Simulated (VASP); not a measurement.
# Sc (R-3m) in VASP: single point with PBEsol

Aim: the single point of Sc with PBEsol.

Everything below comes from runs of VASP 6.6.1. Logs are shortened: lines on timing, memory, paths and dates and some standing lists are left out, and cuts for length are marked.

### Step 1. The cell of the first run

The structure is trigonal, space group R-3m (No. 166). Conventional cell: a = 3.179 Å, b = 3.179 Å, c = 8.023 Å, α = 90.00°, β = 90.00°, γ = 120.00°. Sc (site symmetry -3m) has 12 Sc at 3.18 to 3.24 Å within 4.2 Å.

### Step 2. Single point, PBEsol (equal xy, yz and zx shear strains of +2 %)

INCAR reads:

```
  ALGO = Normal
  EDIFF = 1E-7
  ENCUT = 520
  GGA = PS
  ISIF = 2
  ISMEAR = -1
  LASPH = True
  LCHARG = False
  LREAL = False
  LWAVE = False
  NBANDS = 12
  NELM = 80
  PREC = Accurate
  SIGMA = 0.03
```

KPOINTS reads:

```
k-points
0
Gamma
  12 12 12
```

POSCAR reads:

```
Sc
1.0
    0.0454100000      2.2932050000      2.2932050000
    2.2932050000      0.0454100000      2.2932050000
    2.2932050000      2.2932050000      0.0454100000
Sc
1
Direct
    0.0000000000      0.0000000000      0.0000000000
```

Potentials or basis: VASP PAW PBE potentials, release 64 (Sc_sv).

Run with:

```
$ cat potpaw_PBE.64/Sc_sv/POTCAR > POTCAR
$ mpirun -np 1 vasp_std > vasp.out
```

OUTCAR:

```text
EDIFF = 1E-7
   ENCUT = 520
   GGA = PS
   ISIF = 2
   ISMEAR = -1
   LASPH = True
   LREAL = False
   NELM = 80
   PREC = Accurate

 ion  position               nearest neighbor table
   1  0.000  0.000  0.000-

  LATTYP: Found a trigonal (rhomboedric) cell.
 ALAT       =     3.2433995147
 COS(alpha) =     0.5197000882

  Lattice vectors:

 A1 = (   0.0454100000,   2.2932050000,   2.2932050000)
 A2 = (   2.2932050000,   0.0454100000,   2.2932050000)
 A3 = (   2.2932050000,   2.2932050000,   0.0454100000)

Analysis of symmetry for initial positions (statically):
=====================================================================
 Subroutine PRICEL returns:
 Original cell was already a primitive cell.

 Routine SETGRP: Setting up the symmetry group for a
 trigonal (rhombohedral) supercell.

 Subroutine GETGRP returns: Found 12 space group operations
 (whereof 12 operations were pure point group operations)
 out of a pool of 12 trial point group operations.

The static configuration has the point symmetry D_3d.

Analysis of symmetry for dynamics (positions and initial velocities):
=====================================================================
 Subroutine PRICEL returns:
 Original cell was already a primitive cell.

 Routine SETGRP: Setting up the symmetry group for a
 trigonal (rhombohedral) supercell.

 Subroutine GETGRP returns: Found 12 space group operations
 (whereof 12 operations were pure point group operations)
 out of a pool of 12 trial point group operations.

The dynamic configuration has the point symmetry D_3d.

 Subroutine INISYM returns: Found 12 space group operations
 (whereof 12 operations are pure point group operations),
 and found     1 'primitive' translations

----------------------------------------------------------------------------------------

                                     Primitive cell

  volume of cell :      23.4027

  direct lattice vectors                    reciprocal lattice vectors
     0.045410000  2.293205000  2.293205000    -0.224621000  0.220259427  0.220259427
     2.293205000  0.045410000  2.293205000     0.220259427 -0.224621000  0.220259427
     2.293205000  2.293205000  0.045410000     0.220259427  0.220259427 -0.224621000

  length of vectors
     3.243399515  3.243399515  3.243399515     0.384035186  0.384035186  0.384035186

  position of ions in fractional coordinates (direct lattice)
     0.000000000  0.000000000  0.000000000

  ion indices of the primitive-cell ions
   primitive index   ion index
                 1           1

----------------------------------------------------------------------------------------

 KPOINTS: k-points

Automatic generation of k-mesh.
 Grid dimensions read from file:
 generate k-points for:   12   12   12

 Generating k-lattice:

  Cartesian coordinates                     Fractional coordinates (reciprocal lattice)
    -0.018718417  0.018354952  0.018354952     0.083333333 -0.000000000 -0.000000000
     0.018354952 -0.018718417  0.018354952    -0.000000000  0.083333333 -0.000000000
     0.018354952  0.018354952 -0.018718417    -0.000000000 -0.000000000  0.083333333

  Length of vectors
     0.032002932  0.032002932  0.032002932

  Shift w.r.t. Gamma in fractional coordinates (k-lattice)
     0.000000000  0.000000000  0.000000000

 Subroutine IBZKPT returns following result:
 ===========================================

 Found    189 irreducible k-points:

 Following reciprocal coordinates:
            Coordinates               Weight
  0.000000  0.000000  0.000000      1.000000
  0.083333 -0.000000 -0.000000      6.000000
  0.166667 -0.000000  0.000000      6.000000
  0.250000  0.000000 -0.000000      6.000000
  0.333333 -0.000000  0.000000      6.000000
  0.416667  0.000000 -0.000000      6.000000
[... 16 lines left out ...]
  0.500000  0.166667 -0.000000     12.000000
 -0.416667  0.166667  0.000000     12.000000
 [... further k-points ...]
   k-points           NKPTS =    189   k-points in BZ     NKDIM =    189   number of bands    NBANDS=     12
   number of dos      NEDOS =    301   number of ions     NIONS =      1
   total plane-waves  NPLWV =  13824
   dimension x,y,z NGX =    24 NGY =   24 NGZ =   24
   dimension x,y,z NGXF=    48 NGYF=   48 NGZF=   48
   ions per type =               1
   NGX,Y,Z   is equivalent  to a cutoff of  12.30, 12.30, 12.30 a.u.
   NGXF,Y,Z  is equivalent  to a cutoff of  24.60, 24.60, 24.60 a.u.
 SYSTEM =  unknown system
   PREC   = accura    normal or accurate (medium, high low for compatibility)
   ISTART =      0    job   : 0-new  1-cont  2-samecut
   ICHARG =      2    charge: 1-file 2-atom 10-const
   ISPIN  =      1    spin polarized calculation?
   LNONCOLLINEAR =      F non collinear calculations
   LSORBIT =      F    spin-orbit coupling
   LASPH  =      T    aspherical Exc in radial PAW
   ENCUT  =  520.0 eV  38.22 Ry    6.18 a.u.   6.03  6.03  6.03*2*pi/ulx,y,z
   NELM   =     80;   NELMIN=  2; NELMDL= -5     # of ELM steps
   EDIFF  = 0.1E-06   stopping-criterion for ELM
   LREAL  =      F    real-space projection
   EDIFFG = 0.1E-05   stopping-criterion for IOM
   NSW    =      0    number of steps for IOM
   IBRION =     -1    ionic relax: 0-MD 1-quasi-New 2-CG
   NFREE  =      0    steps in history (QN), initial steepest desc. (CG)
   ISIF   =      2    stress and relaxation
   ISYM   =      2    0-nonsym 1-usesym 2-fastsym
   POTIM  = 0.5000    time-step for ionic-motion
   TEBEG  =    0.0;   TEEND  =   0.0 temperature during run
   PSTRESS=    0.0 pullay stress
   NELECT =      11.0000    total number of electrons
   NUPDOWN=      -1.0000    fix difference up-down
   EMIN   =  10.00;   EMAX   =-10.00  energy-range for DOS
   EFERMI =   0.00;   METHOD = LEGACY
   ISMEAR =    -1;   SIGMA  =   0.03  broadening in eV -4-tet -1-fermi 0-gaus
   EFERMI_NEDOS =   21; number of points for ismear=-14 and -15
   IALGO  =     38    algorithm
   IMIX   =      4    mixing-type and parameters
     AMIX     =   0.40;   BMIX     =  1.00
     AMIX_MAG =   1.60;   BMIX_MAG =  1.00
  volume/ion in A,a.u.               =      23.40       157.93
  Fermi-wavevector in a.u.,A,eV,Ry     =   1.272870  2.405375 22.044131  1.620198
  Thomas-Fermi vector in A             =   2.405725
   LORBIT       =      0    0 simple, 1 ext, 2 COOP (PROOUT), +10 PAW based schemes
   GGA     = PS    functional components
   LHFCALC =     F    Hartree Fock is set to
   AEXX    =    0.0000 exact exchange contribution
   IVDW    =     0    specifies the selected vdW correction
   LEPSILON=     F    determine dielectric tensor
   LRPA    =     F    only Hartree local field effects (RPA)
 non-spin polarized calculation
  energy-cutoff  :      520.00
  volume of cell :       23.40
 maximum number of plane-waves:       642
   NGX = 13   NGY = 13   NGZ = 13

 number of electron      11.0000000 magnetization

 Free energy of the ion-electron system (eV)
  ---------------------------------------------------
  ext. energy  EPLUGINS =         0.00000000
  ---------------------------------------------------
  free energy    TOTEN  =        -6.55857388 eV

  energy without entropy =       -6.55319638  energy(sigma->0) =       -6.55588513

 E-fermi :   3.9431     XC(G=0): -10.2010

 val. band max:        3.9365250853   @ k =  -0.4167   0.1667   0.0000
 cond. band min:       3.9447829336   @ k =   0.4167   0.4167   0.2500
 fundamental gap:      0.0082578483
 Fermi energy:         3.9431199097

 k-point     1 :       0.0000    0.0000    0.0000
  band No.  band energies     occupation
      1     -45.1459      2.00000
      2     -23.6280      2.00000
      3     -23.6089      2.00000
      4     -23.6089      2.00000
      5      -1.3516      2.00000
      6       5.4098      0.00000
      7       5.6690      0.00000
      8       5.6690      0.00000
      9       7.0774      0.00000
     10       7.0774      0.00000
     11      16.7248      0.00000
     12      19.8553      0.00000

 k-point     2 :       0.0833   -0.0000   -0.0000
  band No.  band energies     occupation
      1     -45.1406      2.00000
      2     -23.6463      2.00000
      3     -23.6287      2.00000
      4     -23.6138      2.00000
      5      -1.1643      2.00000
      6       5.4353      0.00000
      7       5.5687      0.00000
      8       5.7495      0.00000
      9       7.0196      0.00000
     10       7.0244      0.00000
     11      16.9239      0.00000
     12      19.0864      0.00000

 k-point     3 :       0.1667   -0.0000    0.0000
  band No.  band energies     occupation
      1     -45.1262      2.00000
      2     -23.7374      2.00000
      3     -23.6406      2.00000
      4     -23.6272      2.00000
      5      -0.6267      2.00000
      6       5.1408      0.00000
      7       5.6450      0.00000
      8       5.9185      0.00000
      9       6.9382      0.00000
     10       6.9547      0.00000
     11      16.7819      0.00000
     12      17.5795      0.00000
[... 286 lines left out ...]
 k-point    23 :       0.5000    0.1667   -0.0000
  band No.  band energies     occupation
      1     -45.0612      2.00000
      2     -24.0487      2.00000
      3     -23.7526      2.00000
      4     -23.7111      2.00000
      5       2.5235      2.00000
      6       3.9014      1.60177
      7       5.0824      0.00000
      8       5.8848      0.00000
      9       8.0438      0.00000
     10       8.5504      0.00000
     11      11.3621      0.00000
     12      16.0267      0.00000

 k-point    24 :      -0.4167    0.1667    0.0000
  band No.  band energies     occupation
      1     -45.0594      2.00000
      2     -24.0568      2.00000
      3     -23.7680      2.00000
      4     -23.7008      2.00000
      5       2.6654      2.00000
      6       3.9365      1.10947
      7       5.0474      0.00000
      8       5.8195      0.00000
      9       7.7969      0.00000
     10       8.9016      0.00000
     11      11.1645      0.00000
     12      15.6753      0.00000

 [... further k-points ...]

------------------------ aborting loop because EDIFF is reached ----------------------------------------

  FORCE on cell =-STRESS in cart. coord.  units (eV):
  Direction    XX          YY          ZZ          XY          YZ          ZX
  --------------------------------------------------------------------------------------
  -------------------------------------------------------------------------------------
  Total        0.0712071      0.0712071      0.0712071     -0.1086776     -0.1086776     -0.1086776
  in kB        4.8749322      4.8749322      4.8749322     -7.4402128     -7.4402128     -7.4402128
  external PRESSURE =       4.8749322 kB  Pullay stress =       0.0000000 kB

 VOLUME and BASIS-vectors are now :
 -----------------------------------------------------------------------------
  energy-cutoff  :      520.00
  volume of cell :       23.40
      direct lattice vectors                 reciprocal lattice vectors
     0.045410000  2.293205000  2.293205000    -0.224621000  0.220259427  0.220259427
     2.293205000  0.045410000  2.293205000     0.220259427 -0.224621000  0.220259427
     2.293205000  2.293205000  0.045410000     0.220259427  0.220259427 -0.224621000

 POSITION                                       TOTAL-FORCE (eV/Angst)
 -----------------------------------------------------------------------------------
      0.00000      0.00000      0.00000        -0.000000      0.000000     -0.000000
 -----------------------------------------------------------------------------------
    total drift:                                0.000000      0.000000     -0.000000

  FREE ENERGIE OF THE ION-ELECTRON SYSTEM (eV)
  ---------------------------------------------------
  free  energy   TOTEN  =        -6.5585738780 eV

  energy  without entropy=       -6.5531963832  energy(sigma->0) =       -6.55588513
```

Wall time 25 s (1 thread of Intel Xeon Platinum 8259CL at 2.50GHz (Skylake/Cascade Lake), shared host); peak memory 0.17 GiB.

Results:

```yaml
Free_energy: -6.5586 eV
Pressure: 0.5 GPa
```

Levels at points of the mesh, in eV from the Fermi level:
| k point | band 1 | band 2 | band 3 | band 4 | band 5 | band 6 | band 7 | band 8 | band 9 | band 10 |
| --- | --- | --- | --- | --- | --- | --- | --- | --- | --- | --- |
| (0.00, 0.00, 0.00) | -49.09 | -27.57 | -27.55 | -27.55 | -5.29 | 1.47 | 1.73 | 1.73 | 3.13 | 3.13 |
| (0.50, 0.00, 0.00) | -49.01 | -28.05 | -27.63 | -27.62 | -1.82 | 0.41 | 1.36 | 1.65 | 4.03 | 4.18 |
| (0.50, 0.50, 0.00) | -48.99 | -28.01 | -27.74 | -27.72 | -1.64 | -0.71 | 2.11 | 4.07 | 4.35 | 4.36 |
| (0.50, 0.50, 0.50) | -49.02 | -28.02 | -27.60 | -27.60 | -1.90 | 0.14 | 1.57 | 1.57 | 4.06 | 4.06 |

Caveat: the cell differs from its parent crystal (equal xy, yz and zx shear strains of +2 %); the PAW data sets were made with another functional, which shifts forces and pressure a little.
